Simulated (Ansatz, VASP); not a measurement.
CdS in VASP and in Ansatz

Contents of INCAR:

```
SYSTEM = CdS
PREC = Accurate
ENCUT = 520
EDIFF = 1E-7
ISMEAR = -1
SIGMA = 0.02
LREAL = .FALSE.
LASPH = .TRUE.
NELM = 80
ALGO = Normal
ISIF = 2
LWAVE = .FALSE.
LCHARG = .FALSE.
NBANDS = 26
```

File KPOINTS:

```
Automatic mesh
0
G
  8 8 4
  0 0 0
```

POSCAR

```
CdS
1.0
    4.1347992034     -0.0413479920     -0.0413479920
   -2.1032080132      3.6015151457     -0.0151344155
   -0.0674900000     -0.0674900000      6.7490000000
Cd S
2 2
Direct
    0.3333333333      0.6666666667      0.0000000000
    0.6666666667      0.3333333333      0.5000000000
    0.3333333333      0.6666666667      0.3850000000
    0.6666666667      0.3333333333      0.8850000000
```

Input for Ansatz:

```yaml
crystal:
  lattice:
    - [4.1347992034, -0.041347992, -0.041347992]
    - [-2.1032080132, 3.6015151457, -0.0151344155]
    - [-0.06749, -0.06749, 6.749]
  atoms:
    - { symbol: Cd, position: [0.3333333333, 0.6666666667, 0.0] }
    - { symbol: Cd, position: [0.6666666667, 0.3333333333, 0.5] }
    - { symbol: S, position: [0.3333333333, 0.6666666667, 0.385] }
    - { symbol: S, position: [0.6666666667, 0.3333333333, 0.885] }
kpoints:
  mp_grid: { grid: [8, 8, 4] }
  band_path:
    path:
      - [0.0, 0.0, 0.0]
      - [0.0, 0.0, 0.5]
      - [-0.5, 0.5, 0.0]
      - [0.0, 0.0, 0.0]
      - [0.0, -0.5, 0.0]
      - [-0.5, 0.0, 0.5]
      - [0.0, 0.0, 0.0]
      - [-0.5, 0.0, 0.0]
      - [0.0, -0.5, 0.5]
    npoints: 5
scf:
  occupations: { method: fermi_dirac, width: 0.02 }
hamiltonian:
  xc: lda
  pseudopotentials: { kind: all_electron, lapw: { basis_error: 0.001 } }
output:
  forces: true
  stress: true
  eigenvalues: true
```

Change from the starting cell: equal xy, yz and zx shear strains of -2 %.

Alike in both runs: task single point; functional LDA; k mesh 8 × 8 × 4; occupations fermi-dirac, width 0.02 eV; no spin polarisation.

|  | VASP | Ansatz |
| --- | --- | --- |
| version | VASP 6.6.1 | Ansatz 0.2.0 |
| potentials or method | VASP PAW LDA potentials, release 64 (Cd, S), cutoff 520 eV | all-electron LAPW, scalar-relativistic |

```tsv
	VASP	Ansatz	Ansatz less VASP
gap on the k mesh at the Fermi level (eV)	0.92	0.89	-0.028
pressure (GPa)	-2.2	-2.7	-0.43
traceless stress, the component that is largest in VASP (GPa)	-1.29	-1.22	+0.076
rms of the force components (eV/Å)	0.176	0.168	-0.0078
```

LDA's correlation is that of Perdew and Zunger in VASP and of Perdew and Wang (1992) in Ansatz. Atom by atom the forces differ by 0.008 eV/Å (rms over components). Ansatz ran all-electron here, and VASP with PAW potentials.
